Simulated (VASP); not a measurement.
# Hf2Si (I4/mcm) in VASP: single point with LDA

Aim: the single point of Hf2Si with LDA.

All numbers are computed with VASP 6.6.1; they aren't measurements. Logs are shortened: lines on timing, memory, paths and dates and some standing lists are left out, and cuts for length are marked.

**1. The cell of the first run**

It takes space group I4/mcm (No. 140, tetragonal). Conventional cell: a = 6.448 Å, b = 6.448 Å, c = 5.105 Å, α = 90.00°, β = 90.00°, γ = 90.00°. Hf (site symmetry m2m) has 4 Si at 2.75 Å and 11 Hf at 2.86 to 3.44 Å within 3.6 Å. Within 3.4 Å of Si (site symmetry 422) lie 2 Si at 2.55 Å and 8 Hf at 2.75 Å.

**2. Single point, LDA**

The input, INCAR:

```
SYSTEM = Hf2Si
  PREC = Accurate
  ENCUT = 520
  EDIFF = 1E-6
  ISMEAR = 0
  SIGMA = 0.1
  LREAL = .FALSE.
  LASPH = .TRUE.
  NELM = 100
  ALGO = Fast
  ISIF = 2
  LWAVE = .FALSE.
  LCHARG = .FALSE.
  NBANDS = 33
```

The input, KPOINTS:

```
Automatic mesh
0
G
  10 10 10
  0 0 0
```

The input, POSCAR:

```
Hf2Si
1.0
   -3.2241849976      3.2241849976      2.5523722774
    3.2241849976     -3.2241849976      2.5523722774
    3.2241849976      3.2241849976     -2.5523722774
Hf Si
4 2
Direct
    0.8434527143      0.6565472857      0.5000000000
    0.3434527143      0.8434527143      0.1869054286
    0.1565472857      0.3434527143      0.5000000000
    0.6565472857      0.1565472857      0.8130945714
    0.7500000000      0.7500000000      0.0000000000
    0.2500000000      0.2500000000      0.0000000000
```

Potentials or basis: VASP PAW LDA potentials, release 64 (Hf_pv, Si).

Started as:

```bash
$ cat potpaw_LDA.64/Hf_pv/POTCAR potpaw_LDA.64/Si/POTCAR > POTCAR
$ mpirun -np 1 vasp_std > vasp.out
```

OUTCAR:

```text
SYSTEM = Hf2Si
   PREC = Accurate
   ENCUT = 520
   EDIFF = 1E-6
   ISMEAR = 0
   LREAL = .FALSE.
   LASPH = .TRUE.
   NELM = 100
   ISIF = 2

 ion  position               nearest neighbor table
   1  0.843  0.657  0.500-   6 2.75   5 2.75   5 2.75   6 2.75   3 2.86   3 3.07   3 3.07   4 3.25
                             2 3.25   4 3.25   2 3.25   2 3.44   4 3.44   2 3.44   4 3.44
   2  0.343  0.843  0.187-   5 2.75   6 2.75   6 2.75   5 2.75   4 2.86   4 3.07   4 3.07   3 3.25
                             1 3.25   1 3.25   3 3.25   3 3.44   1 3.44   1 3.44   3 3.44
   3  0.157  0.343  0.500-   5 2.75   6 2.75   6 2.75   5 2.75   1 2.86   1 3.07   1 3.07   4 3.25
                             2 3.25   4 3.25   2 3.25   4 3.44   2 3.44   4 3.44   2 3.44
   4  0.657  0.157  0.813-   6 2.75   5 2.75   5 2.75   6 2.75   2 2.86   2 3.07   2 3.07   3 3.25
                             1 3.25   1 3.25   3 3.25   1 3.44   3 3.44   1 3.44   3 3.44
   5  0.750  0.750  0.000-   6 2.55   6 2.55   1 2.75   2 2.75   4 2.75   2 2.75   1 2.75   4 2.75
                             3 2.75   3 2.75
   6  0.250  0.250  0.000-   5 2.55   5 2.55   2 2.75   3 2.75   4 2.75   1 2.75   3 2.75   1 2.75
                             4 2.75   2 2.75

  LATTYP: Found a body centered tetragonal cell.
 ALAT       =     6.4483699952
 C/A-ratio  =     0.7916333211

  Lattice vectors:

 A1 = (  -3.2241849976,   3.2241849976,   2.5523722774)
 A2 = (   3.2241849976,  -3.2241849976,   2.5523722774)
 A3 = (   3.2241849976,   3.2241849976,  -2.5523722774)

Analysis of symmetry for initial positions (statically):
=====================================================================
 Subroutine PRICEL returns:
 Original cell was already a primitive cell.

 Routine SETGRP: Setting up the symmetry group for a
 body centered tetragonal supercell.

 Subroutine GETGRP returns: Found 16 space group operations
 (whereof  8 operations were pure point group operations)
 out of a pool of 16 trial point group operations.

The static configuration has the point symmetry C_4h.
 The point group associated with its full space group is D_4h.

Analysis of symmetry for dynamics (positions and initial velocities):
=====================================================================
 Subroutine PRICEL returns:
 Original cell was already a primitive cell.

 Routine SETGRP: Setting up the symmetry group for a
 body centered tetragonal supercell.

 Subroutine GETGRP returns: Found 16 space group operations
 (whereof  8 operations were pure point group operations)
 out of a pool of 16 trial point group operations.

The dynamic configuration has the point symmetry C_4h.
 The point group associated with its full space group is D_4h.

 Subroutine INISYM returns: Found 16 space group operations
 (whereof  8 operations are pure point group operations),
 and found     1 'primitive' translations

----------------------------------------------------------------------------------------

                                     Primitive cell

  volume of cell :     106.1314

  direct lattice vectors                    reciprocal lattice vectors
    -3.224184998  3.224184998  2.552372277     0.000000000  0.155077950  0.195896188
     3.224184998 -3.224184998  2.552372277     0.155077950  0.000000000  0.195896188
     3.224184998  3.224184998 -2.552372277     0.155077950  0.155077950  0.000000000

  length of vectors
     5.225451372  5.225451372  5.225451372     0.249848929  0.249848929  0.219313340

  position of ions in fractional coordinates (direct lattice)
     0.843452714  0.656547286  0.500000000
     0.343452714  0.843452714  0.186905429
     0.156547286  0.343452714  0.500000000
     0.656547286  0.156547286  0.813094571
     0.750000000  0.750000000  0.000000000
     0.250000000  0.250000000  0.000000000

  ion indices of the primitive-cell ions
   primitive index   ion index
                 1           1
                 2           2
                 3           3
                 4           4
                 5           5
                 6           6

----------------------------------------------------------------------------------------

 KPOINTS: Automatic mesh

Automatic generation of k-mesh.
 Grid dimensions read from file:
 generate k-points for:   10   10   10

 Generating k-lattice:

  Cartesian coordinates                     Fractional coordinates (reciprocal lattice)
     0.000000000  0.015507795  0.019589619     0.100000000  0.000000000 -0.000000000
     0.015507795  0.000000000  0.019589619     0.000000000  0.100000000 -0.000000000
     0.015507795  0.015507795  0.000000000     0.000000000  0.000000000  0.100000000

  Length of vectors
     0.024984893  0.024984893  0.021931334

  Shift w.r.t. Gamma in fractional coordinates (k-lattice)
     0.000000000  0.000000000  0.000000000

 Subroutine IBZKPT returns following result:
 ===========================================

 Found    102 irreducible k-points:

 Following reciprocal coordinates:
            Coordinates               Weight
  0.000000  0.000000  0.000000      1.000000
  0.100000 -0.000000  0.000000      8.000000
  0.200000 -0.000000  0.000000      8.000000
  0.300000  0.000000 -0.000000      8.000000
  0.400000  0.000000 -0.000000      8.000000
  0.500000  0.000000 -0.000000      4.000000
[... 16 lines left out ...]
  0.300000  0.300000 -0.000000      8.000000
  0.400000  0.300000 -0.000000     16.000000
 [... further k-points ...]
   k-points           NKPTS =    102   k-points in BZ     NKDIM =    102   number of bands    NBANDS=     33
   number of dos      NEDOS =    301   number of ions     NIONS =      6
   total plane-waves  NPLWV =  64000
   dimension x,y,z NGX =    40 NGY =   40 NGZ =   40
   dimension x,y,z NGXF=    80 NGYF=   80 NGZF=   80
   ions per type =               4   2
   NGX,Y,Z   is equivalent  to a cutoff of  12.73, 12.73, 12.73 a.u.
   NGXF,Y,Z  is equivalent  to a cutoff of  25.45, 25.45, 25.45 a.u.
 SYSTEM =  Hf2Si
   PREC   = accura    normal or accurate (medium, high low for compatibility)
   ISTART =      0    job   : 0-new  1-cont  2-samecut
   ICHARG =      2    charge: 1-file 2-atom 10-const
   ISPIN  =      1    spin polarized calculation?
   LNONCOLLINEAR =      F non collinear calculations
   LSORBIT =      F    spin-orbit coupling
   LASPH  =      T    aspherical Exc in radial PAW
   ENCUT  =  520.0 eV  38.22 Ry    6.18 a.u.   9.72  9.72  9.72*2*pi/ulx,y,z
   NELM   =    100;   NELMIN=  2; NELMDL= -5     # of ELM steps
   EDIFF  = 0.1E-05   stopping-criterion for ELM
   LREAL  =      F    real-space projection
   EDIFFG = 0.1E-04   stopping-criterion for IOM
   NSW    =      0    number of steps for IOM
   IBRION =     -1    ionic relax: 0-MD 1-quasi-New 2-CG
   NFREE  =      0    steps in history (QN), initial steepest desc. (CG)
   ISIF   =      2    stress and relaxation
   ISYM   =      2    0-nonsym 1-usesym 2-fastsym
   POTIM  = 0.5000    time-step for ionic-motion
   TEBEG  =    0.0;   TEEND  =   0.0 temperature during run
   PSTRESS=    0.0 pullay stress
   NELECT =      48.0000    total number of electrons
   NUPDOWN=      -1.0000    fix difference up-down
   EMIN   =  10.00;   EMAX   =-10.00  energy-range for DOS
   EFERMI =   0.00;   METHOD = LEGACY
   ISMEAR =     0;   SIGMA  =   0.10  broadening in eV -4-tet -1-fermi 0-gaus
   EFERMI_NEDOS =   21; number of points for ismear=-14 and -15
   IALGO  =     68    algorithm
   IMIX   =      4    mixing-type and parameters
     AMIX     =   0.40;   BMIX     =  1.00
     AMIX_MAG =   1.60;   BMIX_MAG =  1.00
  volume/ion in A,a.u.               =      17.69       119.37
  Fermi-wavevector in a.u.,A,eV,Ry     =   1.256630  2.374686 21.485203  1.579118
  Thomas-Fermi vector in A             =   2.390328
   LORBIT       =      0    0 simple, 1 ext, 2 COOP (PROOUT), +10 PAW based schemes
   GGA     = CA    functional components
   LHFCALC =     F    Hartree Fock is set to
   AEXX    =    0.0000 exact exchange contribution
   IVDW    =     0    specifies the selected vdW correction
   LEPSILON=     F    determine dielectric tensor
   LRPA    =     F    only Hartree local field effects (RPA)
 non-spin polarized calculation
 RMM-DIIS sequential band-by-band and
 Gauss-broadening in eV      SIGMA  =   0.10
  energy-cutoff  :      520.00
  volume of cell :      106.13
 maximum number of plane-waves:      2893
   NGX = 19   NGY = 19   NGZ = 19

 number of electron      47.9999996 magnetization

 Free energy of the ion-electron system (eV)
  ---------------------------------------------------
  ext. energy  EPLUGINS =         0.00000000
  ---------------------------------------------------
  free energy    TOTEN  =       -59.47557135 eV

  energy without entropy =      -59.46361304  energy(sigma->0) =      -59.46959220

 E-fermi :   6.3504     XC(G=0): -11.9121

 val. band max:        6.3499277088   @ k =   0.3000   0.2000   0.1000
 cond. band min:       6.3516325433   @ k =   0.5000   0.5000   0.5000
 fundamental gap:      0.0017048345
 Fermi energy:         6.3503794130

 k-point     1 :       0.0000    0.0000    0.0000
  band No.  band energies     occupation
      1     -23.7264      2.00000
      2     -23.7115      2.00000
      3     -23.5695      2.00000
      4     -23.5695      2.00000
      5     -23.5309      2.00000
      6     -23.5309      2.00000
[... 25 lines left out ...]
     32       9.8741      0.00000
     33      10.8622      0.00000

 k-point     2 :       0.1000   -0.0000    0.0000
  band No.  band energies     occupation
      1     -23.7424      2.00000
      2     -23.7122      2.00000
      3     -23.6006      2.00000
      4     -23.5921      2.00000
      5     -23.4999      2.00000
      6     -23.4905      2.00000
[... 25 lines left out ...]
     32      10.2692      0.00000
     33      11.0414      0.00000
[... 754 lines left out ...]
     32      10.4476      0.00000
     33      10.8423      0.00000

 k-point    24 :       0.4000    0.3000   -0.0000
  band No.  band energies     occupation
      1     -23.8159      2.00000
      2     -23.6634      2.00000
      3     -23.6268      2.00000
      4     -23.5856      2.00000
      5     -23.4902      2.00000
      6     -23.4466      2.00000
[... 25 lines left out ...]
     32      10.7592      0.00000
     33      10.8986      0.00000

 [... further k-points ...]
[... 5 lines left out ...]
  --------------------------------------------------------------------------------------
  -------------------------------------------------------------------------------------
  Total        0.2032443      0.2032443      0.2031473      0.0000000      0.0000000      0.0000000
  in kB        3.0682092      3.0682092      3.0667452      0.0000000      0.0000000      0.0000000
  external PRESSURE =       3.0677212 kB  Pullay stress =       0.0000000 kB

 VOLUME and BASIS-vectors are now :
 -----------------------------------------------------------------------------
  energy-cutoff  :      520.00
  volume of cell :      106.13
      direct lattice vectors                 reciprocal lattice vectors
    -3.224184998  3.224184998  2.552372277     0.000000000  0.155077950  0.195896188
     3.224184998 -3.224184998  2.552372277     0.155077950  0.000000000  0.195896188
     3.224184998  3.224184998 -2.552372277     0.155077950  0.155077950  0.000000000

 POSITION                                       TOTAL-FORCE (eV/Angst)
 -----------------------------------------------------------------------------------
      1.00947      2.21471      2.55237         0.002894     -0.002894     -0.000000
      2.21471     -1.00947      2.55237        -0.002894     -0.002894      0.000000
      2.21471      1.00947      0.00000        -0.002894      0.002894     -0.000000
      1.00947      4.23366      0.00000         0.002894      0.002894     -0.000000
      0.00000      0.00000      3.82856         0.000000     -0.000000     -0.000000
      0.00000      0.00000      1.27619         0.000000     -0.000000     -0.000000
 -----------------------------------------------------------------------------------
    total drift:                               -0.000000     -0.000000     -0.000000

  FREE ENERGIE OF THE ION-ELECTRON SYSTEM (eV)
  ---------------------------------------------------
  free  energy   TOTEN  =       -59.4755713499 eV

  energy  without entropy=      -59.4636130447  energy(sigma->0) =      -59.46959220
```

Run time: 10 min. Hardware: 1 thread of AMD EPYC 7R43 (Zen 3), shared host; peak memory 0.35 GiB.

Results:

| Property | Result |
| --- | --- |
| Free energy | -59.4756 eV |
| Pressure | 0.3 GPa |
| Largest force | 0.004 eV/Å |
| Band gap on the k mesh | zero (band 24 reaches 6.89 eV, above the bottom of band 25 at 6.05 eV) |

Forces in eV/Å, atoms in the order of the input:
```
Hf   0.003 -0.003  0.000
Hf  -0.003 -0.003  0.000
Hf  -0.003  0.003  0.000
Hf   0.003  0.003  0.000
Si   0.000  0.000  0.000
Si   0.000  0.000  0.000
```

Levels at points of the mesh, in eV from the Fermi level:
```tsv
k point	band 20	band 21	band 22	band 23	band 24	band 25	band 26	band 27	band 28	band 29
(0.00, 0.00, 0.00)	-1.34	-1.30	-1.30	-1.02	-0.85	2.08	2.08	2.10	2.59	2.59
(0.50, 0.00, 0.00)	-1.14	-0.75	-0.75	-0.55	-0.55	0.26	0.26	1.99	1.99	3.31
(0.50, 0.50, 0.00)	-2.22	-1.47	-1.12	-0.58	-0.35	1.30	1.37	1.67	2.18	2.98
(0.50, 0.50, 0.50)	-2.10	-0.94	-0.47	0.00	0.32	0.36	0.36	1.32	1.41	1.75
```

Caveat: spin-orbit coupling is left out, which moves the levels of the heavy elements.
